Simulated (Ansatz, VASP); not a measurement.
AlAs: VASP beside Ansatz

```
Al As
1.0
     0.00000    2.83836    2.83836
     2.83836    0.00000    2.83836
     2.83836    2.83836    0.00000
Al As
1 1
Direct
  0.00000 0.00000 0.00000
  0.25000 0.25000 0.25000
```

Alike in both runs: functional r2SCAN; k mesh 8 × 8 × 8; occupations gaussian, width 0.02 eV; no spin polarisation.

Ansatz relaxed the structure, and its values are those at the end. VASP's run is a single point on that final structure, the one shown.

|  | VASP | Ansatz |
| --- | --- | --- |
| version | VASP 6.6.1 | Ansatz 0.2.0 |
| potentials or method | VASP PAW PBE potentials, release 64 (Al, As), cutoff 550 eV | scalar-relativistic, plane waves, PAW |
| valence electrons in the cell | 8 | 18 |

```csv
,VASP,Ansatz,Ansatz less VASP
gap on the k mesh at the Fermi level (eV),1.80,1.81,+0.009
least direct gap on the mesh (eV),2.64,2.63,-0.003
pressure (GPa),0.0,0.0,-0.02
```

VASP's potentials were made for PBE, not for r2SCAN. VASP's potentials hold 8 valence electrons a cell and Ansatz's 18, so a difference there can come from the potentials and not from the codes.
